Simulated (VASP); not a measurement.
Input of a VASP 6.6.1 run:

The input INCAR:

```
PREC = Accurate
ENCUT = 520
EDIFF = 1E-6
ISMEAR = 0
SIGMA = 0.1
LREAL = False
LASPH = True
NELM = 80
ALGO = Normal
ISIF = 2
LWAVE = False
LCHARG = False
GGA = PE
NBANDS = 20
```

File KPOINTS:

```
Automatic mesh
0
Gamma
  6 6 6
```

Contents of POSCAR:

```
YW
1.0
    0.0000000000      2.7890690715      2.7890690715
    2.7890690715      0.0000000000      2.7890690715
    2.7890690715      2.7890690715      0.0000000000
Y W
1 1
Direct
    0.0000000000      0.0000000000      0.0000000000
    0.5000000000      0.5000000000      0.5000000000
```

Potentials or basis: VASP PAW PBE potentials, release 64 (Y_sv, W_sv).

Command:

```bash
$ cat potpaw_PBE.64/Y_sv/POTCAR potpaw_PBE.64/W_sv/POTCAR > POTCAR
$ mpirun -np 1 vasp_std > vasp.out
```

(1) Predict the pressure.

## Answers

(1) 11.4 GPa.
